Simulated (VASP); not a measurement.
# Pt (Cmce) in VASP: relaxation of cell and atoms with PBEsol

Aim: the relaxation of cell and atoms of Pt with PBEsol.

All numbers are computed with VASP 6.6.1; they aren't measurements. Logs are shortened: lines on timing, memory, paths and dates and some standing lists are left out, and cuts for length are marked.

### 1 The cell of the first run

It takes space group Cmce (No. 64, orthorhombic). Conventional cell: a = 4.283 Å, b = 7.258 Å, c = 4.288 Å, α = 90.00°, β = 90.00°, γ = 90.00°. Within 3.1 Å of Pt (site symmetry m) lie 7 Pt at 2.31 to 2.65 Å.

### 2 Relaxation of cell and atoms, PBEsol

Input file INCAR:

```
SYSTEM = Pt
ALGO = Normal
EDIFF = 1E-6
EDIFFG = -0.04
ENCUT = 600
GGA = PS
IBRION = 2
ISIF = 3
ISMEAR = 0
LASPH = .True.
LCHARG = .False.
LREAL = .False.
LWAVE = .False.
NELM = 60
NSW = 90
PREC = Accurate
SIGMA = 0.1
```

Input file KPOINTS:

```
k-points
0
Gamma
  6 6 4
  0 0 0
```

Input file POSCAR:

```
Pt
1.0
    2.1412864732     -3.6290834750      0.0000000000
    2.1412864732      3.6290834750      0.0000000000
    0.0000000000      0.0000000000      4.2882694986
Pt
4
Direct
    0.1525000000      0.8475000000      0.0785000000
    0.6525000000      0.3475000000      0.4215000000
    0.8475000000      0.1525000000      0.9215000000
    0.3475000000      0.6525000000      0.5785000000
```

Potentials or basis: VASP PAW PBE potentials, release 64 (Pt).

Command:

```console
cat potpaw_PBE.64/Pt/POTCAR > POTCAR
mpirun -np 1 vasp_std > vasp.out
```

OUTCAR:

```text
SYSTEM = Pt
   EDIFF = 1E-6
   EDIFFG = -0.04
   ENCUT = 600
   GGA = PS
   IBRION = 2
   ISIF = 3
   ISMEAR = 0
   LASPH = .True.
   LREAL = .False.
   NELM = 60
   NSW = 90
   PREC = Accurate

 ion  position               nearest neighbor table
   1  0.153  0.847  0.078-   3 2.31   4 2.57   4 2.57   2 2.60   2 2.60   3 2.65   3 2.65
   2  0.653  0.347  0.422-   4 2.31   3 2.57   3 2.57   1 2.60   1 2.60   4 2.65   4 2.65
   3  0.847  0.153  0.922-   1 2.31   2 2.57   2 2.57   4 2.60   4 2.60   1 2.65   1 2.65
   4  0.347  0.653  0.578-   2 2.31   1 2.57   1 2.57   3 2.60   3 2.60   2 2.65   2 2.65

  LATTYP: Found a base centered orthorhombic cell.
 ALAT       =     4.2825729464
 B/A-ratio  =     1.6948145521
 C/A-ratio  =     1.0013301705

  Lattice vectors:

 A1 = (   2.1412864732,  -3.6290834750,   0.0000000000)
 A2 = (   2.1412864732,   3.6290834750,   0.0000000000)
 A3 = (   0.0000000000,   0.0000000000,   4.2882694986)

Analysis of symmetry for initial positions (statically):
=====================================================================
 Subroutine PRICEL returns:
 Original cell was already a primitive cell.

 Routine SETGRP: Setting up the symmetry group for a
 base centered orthorhombic supercell.

 Subroutine GETGRP returns: Found  8 space group operations
 (whereof  4 operations were pure point group operations)
 out of a pool of  8 trial point group operations.

The static configuration has the point symmetry C_2h.
 The point group associated with its full space group is D_2h.

Analysis of symmetry for dynamics (positions and initial velocities):
=====================================================================
 Subroutine PRICEL returns:
 Original cell was already a primitive cell.

 Routine SETGRP: Setting up the symmetry group for a
 base centered orthorhombic supercell.

 Subroutine GETGRP returns: Found  8 space group operations
 (whereof  4 operations were pure point group operations)
 out of a pool of  8 trial point group operations.

The dynamic configuration has the point symmetry C_2h.
 The point group associated with its full space group is D_2h.

 Subroutine INISYM returns: Found  8 space group operations
 (whereof  4 operations are pure point group operations),
 and found     1 'primitive' translations

----------------------------------------------------------------------------------------

                                     Primitive cell

  volume of cell :      66.6475

  direct lattice vectors                    reciprocal lattice vectors
     2.141286473 -3.629083475  0.000000000     0.233504487 -0.137775833  0.000000000
     2.141286473  3.629083475  0.000000000     0.233504487  0.137775833  0.000000000
     0.000000000  0.000000000  4.288269499     0.000000000  0.000000000  0.233194299

  length of vectors
     4.213710316  4.213710316  4.288269499     0.271120869  0.271120869  0.233194299

  position of ions in fractional coordinates (direct lattice)
     0.152500000  0.847500000  0.078500000
     0.652500000  0.347500000  0.421500000
     0.847500000  0.152500000  0.921500000
     0.347500000  0.652500000  0.578500000

  ion indices of the primitive-cell ions
   primitive index   ion index
                 1           1
                 2           2
                 3           3
                 4           4

----------------------------------------------------------------------------------------

 KPOINTS: k-points

Automatic generation of k-mesh.
 Grid dimensions read from file:
 generate k-points for:    6    6    4

 Generating k-lattice:

  Cartesian coordinates                     Fractional coordinates (reciprocal lattice)
     0.038917415 -0.022962639  0.000000000     0.166666667  0.000000000  0.000000000
     0.038917415  0.022962639  0.000000000     0.000000000  0.166666667  0.000000000
     0.000000000  0.000000000  0.058298575     0.000000000  0.000000000  0.250000000

  Length of vectors
     0.045186812  0.045186812  0.058298575

  Shift w.r.t. Gamma in fractional coordinates (k-lattice)
     0.000000000  0.000000000  0.000000000

 Subroutine IBZKPT returns following result:
 ===========================================

 Found     39 irreducible k-points:

 Following reciprocal coordinates:
            Coordinates               Weight
  0.000000  0.000000  0.000000      1.000000
  0.166667 -0.000000  0.000000      4.000000
  0.333333 -0.000000  0.000000      4.000000
  0.500000  0.000000  0.000000      2.000000
  0.166667  0.166667  0.000000      2.000000
  0.333333  0.166667  0.000000      4.000000
[... 16 lines left out ...]
  0.333333  0.333333  0.250000      4.000000
  0.500000  0.333333  0.250000      8.000000
 [... further k-points ...]
   k-points           NKPTS =     39   k-points in BZ     NKDIM =     39   number of bands    NBANDS=     24
   number of dos      NEDOS =    301   number of ions     NIONS =      4
   total plane-waves  NPLWV =  46656
   dimension x,y,z NGX =    36 NGY =   36 NGZ =   36
   dimension x,y,z NGXF=    72 NGYF=   72 NGZF=   72
   ions per type =               4
   NGX,Y,Z   is equivalent  to a cutoff of  14.20, 14.20, 13.96 a.u.
   NGXF,Y,Z  is equivalent  to a cutoff of  28.41, 28.41, 27.91 a.u.
 SYSTEM =  Pt
   PREC   = accura    normal or accurate (medium, high low for compatibility)
   ISTART =      0    job   : 0-new  1-cont  2-samecut
   ICHARG =      2    charge: 1-file 2-atom 10-const
   ISPIN  =      1    spin polarized calculation?
   LNONCOLLINEAR =      F non collinear calculations
   LSORBIT =      F    spin-orbit coupling
   LASPH  =      T    aspherical Exc in radial PAW
   ENCUT  =  600.0 eV  44.10 Ry    6.64 a.u.   8.42  8.42  8.56*2*pi/ulx,y,z
   NELM   =     60;   NELMIN=  2; NELMDL= -5     # of ELM steps
   EDIFF  = 0.1E-05   stopping-criterion for ELM
   LREAL  =      F    real-space projection
   EDIFFG = -.4E-01   stopping-criterion for IOM
   NSW    =     90    number of steps for IOM
   IBRION =      2    ionic relax: 0-MD 1-quasi-New 2-CG
   NFREE  =      1    steps in history (QN), initial steepest desc. (CG)
   ISIF   =      3    stress and relaxation
   ISYM   =      2    0-nonsym 1-usesym 2-fastsym
   POTIM  = 0.5000    time-step for ionic-motion
   TEBEG  =    0.0;   TEEND  =   0.0 temperature during run
   PSTRESS=    0.0 pullay stress
   NELECT =      40.0000    total number of electrons
   NUPDOWN=      -1.0000    fix difference up-down
   EMIN   =  10.00;   EMAX   =-10.00  energy-range for DOS
   EFERMI =   0.00;   METHOD = LEGACY
   ISMEAR =     0;   SIGMA  =   0.10  broadening in eV -4-tet -1-fermi 0-gaus
   EFERMI_NEDOS =   21; number of points for ismear=-14 and -15
   IALGO  =     38    algorithm
   IMIX   =      4    mixing-type and parameters
     AMIX     =   0.40;   BMIX     =  1.00
     AMIX_MAG =   1.60;   BMIX_MAG =  1.00
  volume/ion in A,a.u.               =      16.66       112.44
  Fermi-wavevector in a.u.,A,eV,Ry     =   1.380915  2.609551 25.945300  1.906926
  Thomas-Fermi vector in A             =   2.505748
   LORBIT       =      0    0 simple, 1 ext, 2 COOP (PROOUT), +10 PAW based schemes
   GGA     = PS    functional components
   LHFCALC =     F    Hartree Fock is set to
   AEXX    =    0.0000 exact exchange contribution
   IVDW    =     0    specifies the selected vdW correction
   LEPSILON=     F    determine dielectric tensor
   LRPA    =     F    only Hartree local field effects (RPA)
 conjugate gradient relaxation of ions
 non-spin polarized calculation
 Gauss-broadening in eV      SIGMA  =   0.10
  energy-cutoff  :      600.00
  volume of cell :       66.65
 maximum number of plane-waves:      2246
 NGX is ok and might be reduce to    36
   NGX = 17   NGY = 17   NGZ = 17

--------------------------------------- Ionic step        1  -------------------------------------------

 number of electron      39.9999997 magnetization

 Free energy of the ion-electron system (eV)
  ---------------------------------------------------
  ext. energy  EPLUGINS =         0.00000000
  ---------------------------------------------------
  free energy    TOTEN  =       -24.77410328 eV

  energy without entropy =      -24.74301420  energy(sigma->0) =      -24.75855874

------------------------ aborting loop because EDIFF is reached ----------------------------------------

  FORCE on cell =-STRESS in cart. coord.  units (eV):
  Direction    XX          YY          ZZ          XY          YZ          ZX
  --------------------------------------------------------------------------------------
  -------------------------------------------------------------------------------------
  Total        5.8259640     16.4937978      7.9277568      0.0000000      0.0000000      0.0000000
  in kB      140.0536976    396.5038893    190.5799032      0.0000000      0.0000000      0.0000000
  external PRESSURE =     242.3791634 kB  Pullay stress =       0.0000000 kB
[... 95 lines left out ...]
  FREE ENERGIE OF THE ION-ELECTRON SYSTEM (eV)
  ---------------------------------------------------
  free  energy   TOTEN  =       -25.4137473961 eV

  energy  without entropy=      -25.3713636857  energy(sigma->0) =      -25.39255554

 E-fermi :   9.7421     XC(G=0): -13.1227

 val. band max:        9.7280579240   @ k =  -0.3333   0.3333   0.0000
 cond. band min:       9.7465103831   @ k =   0.5000   0.0000   0.2500
 fundamental gap:      0.0184524591
 Fermi energy:         9.7421388730

 k-point     1 :       0.0000    0.0000    0.0000
  band No.  band energies     occupation
      1       0.2214      2.00000
      2       3.5111      2.00000
      3       3.5388      2.00000
      4       4.2917      2.00000
      5       4.3687      2.00000
      6       5.2485      2.00000
[... 637 lines left out ...]
     23      13.1572      0.00000
     24      13.4396      0.00000

 [... further k-points ...]

[... ionic steps 4 to 60 ...]

--------------------------------------- Ionic step       61  -------------------------------------------

 number of electron      40.0000001 magnetization

------------------------ aborting loop because EDIFF is reached ----------------------------------------
[... 71 lines left out ...]
--------------------------------------- Ionic step       63  -------------------------------------------

 number of electron      40.0000002 magnetization

 Free energy of the ion-electron system (eV)
  ---------------------------------------------------
  ext. energy  EPLUGINS =         0.00000000
  ---------------------------------------------------
  free energy    TOTEN  =       -27.79367195 eV

  energy without entropy =      -27.77128191  energy(sigma->0) =      -27.78247693

 E-fermi :  10.9251     XC(G=0): -13.5769

 val. band max:       10.9199366046   @ k =   0.1667  -0.0000   0.0000
 cond. band min:      10.9325530180   @ k =   0.3333  -0.0000   0.2500
 fundamental gap:      0.0126164134
 Fermi energy:        10.9250962901

 k-point     1 :       0.0000    0.0000    0.0000
  band No.  band energies     occupation
      1       0.7520      2.00000
      2       3.9512      2.00000
      3       4.2600      2.00000
      4       5.6849      2.00000
      5       5.7082      2.00000
      6       5.9467      2.00000
[... 637 lines left out ...]
     23      15.2105      0.00000
     24      15.2140      0.00000

 [... further k-points ...]

------------------------ aborting loop because EDIFF is reached ----------------------------------------

  FORCE on cell =-STRESS in cart. coord.  units (eV):
  Direction    XX          YY          ZZ          XY          YZ          ZX
  --------------------------------------------------------------------------------------
  -------------------------------------------------------------------------------------
  Total        0.0857196      0.0839623     -0.0057630      0.0000000     -0.0000000      0.0000000
  in kB        2.2623664      2.2159853     -0.1521020      0.0000000     -0.0000000      0.0000000
  external PRESSURE =       1.4420832 kB  Pullay stress =       0.0000000 kB
[... 19 lines left out ...]
  FREE ENERGIE OF THE ION-ELECTRON SYSTEM (eV)
  ---------------------------------------------------
  free  energy   TOTEN  =       -27.7936719512 eV

  energy  without entropy=      -27.7712819079  energy(sigma->0) =      -27.78247693

 reached required accuracy - stopping structural energy minimisation
```

Run time: 57 min. Hardware: 1 thread of AMD EPYC 7R43 (Zen 3), shared host; peak memory 0.24 GiB.

Results:

- Free energy: -27.7937 eV
- Relaxed volume: 15.18 Å³/atom
- Relaxed cell: a = 3.348 Å, b = 3.348 Å, c = 5.415 Å, α = 90.00°, β = 90.00°, γ = 90.01°
- Space group after relaxing (to 0.1 Å): I4/mmm (No. 139)
- Energy gained by relaxing: 754.9 meV/atom
- Ionic steps: 63
- Pressure after relaxing: 0.1 GPa
- Largest force after relaxing: 0.038 eV/Å
- Band gap on the k mesh: zero (bands 20 and 21 overlap by 0.65 eV)

Forces on the atoms (eV/Å):
```
Pt   0.000 -0.030 -0.024
Pt   0.000 -0.030  0.024
Pt   0.000  0.030  0.024
Pt   0.000  0.030 -0.024
```

Step by step:
```csv
step,energy change (eV),largest force (eV/Å),pressure (GPa),volume (Å³)
1,0.0000,2.2755,24.24,66.65
3,-0.6396,0.0970,-3.38,74.41
5,-0.6599,0.0560,0.20,72.96
7,-0.6688,0.1264,-0.61,73.29
9,-0.6832,0.3547,-1.45,73.67
11,-0.6925,0.2968,1.75,72.71
13,-0.6994,0.2714,0.62,73.06
15,-0.7308,0.2212,-0.57,73.64
17,-0.7395,0.3699,-1.63,74.12
19,-0.7536,0.3656,-1.86,74.13
21,-0.8166,0.3614,-3.18,74.14
23,-1.3198,0.1654,-14.39,72.98
25,-1.4879,0.2067,-17.45,72.31
27,-1.9869,0.3128,-18.64,69.48
29,-1.9476,0.2525,-19.64,69.91
31,-1.9599,0.2972,-19.28,69.75
33,-1.9610,0.3109,-19.12,69.70
35,-2.0102,0.3167,-18.25,69.30
37,-2.2002,0.3485,-13.85,67.49
39,-2.3019,0.5629,13.33,60.56
41,-2.4073,0.4601,0.48,63.24
43,-2.4427,0.4617,0.57,63.05
45,-2.4822,0.7023,2.73,62.12
47,-2.5168,0.5921,-0.27,62.75
49,-2.5732,0.6515,-5.86,63.66
51,-2.6985,0.7173,-4.92,62.90
53,-2.8352,0.7423,-0.26,61.29
55,-2.9453,0.5980,5.32,59.88
57,-2.9941,0.3652,0.28,60.81
59,-3.0108,0.2032,-0.79,60.93
61,-3.0175,0.0853,0.44,60.63
63,-3.0196,0.0384,0.14,60.71
```

Final structure:
```cif
data_structure
_symmetry_space_group_name_H-M 'P 1'
_symmetry_Int_Tables_number 1
_cell_length_a 3.3481
_cell_length_b 3.3481
_cell_length_c 5.4153
_cell_angle_alpha 90.000
_cell_angle_beta 90.000
_cell_angle_gamma 90.012
_cell_volume 60.71
loop_
_atom_site_label
_atom_site_type_symbol
_atom_site_fract_x
_atom_site_fract_y
_atom_site_fract_z
_atom_site_occupancy
Pt1 Pt 0.24926 0.75074 0.12543 1
Pt2 Pt 0.74926 0.25074 0.37457 1
Pt3 Pt 0.75074 0.24926 0.87457 1
Pt4 Pt 0.25074 0.74926 0.62543 1
```

Levels at points of the mesh, in eV from the Fermi level:
| k point | band 18 | band 19 | band 20 | band 21 | band 22 | band 23 |
| --- | --- | --- | --- | --- | --- | --- |
| (0.00, 0.00, 0.00) | -0.35 | 0.24 | 0.25 | 0.80 | 2.35 | 2.38 |
| (0.50, 0.00, 0.00) | -1.19 | 0.40 | 0.40 | 0.60 | 0.60 | 0.65 |
| (0.50, 0.50, 0.00) | -0.94 | -0.62 | -0.62 | 0.65 | 0.65 | 5.22 |
| (0.00, 0.00, 0.50) | -1.63 | -1.33 | -1.33 | -0.17 | -0.17 | 6.54 |
| (0.50, 0.00, 0.50) | -0.17 | -0.15 | -0.15 | 0.13 | 0.13 | 0.14 |
| (0.50, 0.50, 0.50) | -1.38 | -1.38 | -1.38 | 4.64 | 4.64 | 4.66 |

Caveat: the k points lie up to 0.31 Å⁻¹ apart in the final cell, too coarse for converged energies and pressures of a metal; a cell axis changed by over 15 % at a fixed basis, so the end point is rough; the PAW data sets were made with another functional, which shifts forces and pressure a little; spin-orbit coupling is left out, which moves the levels of the heavy elements.
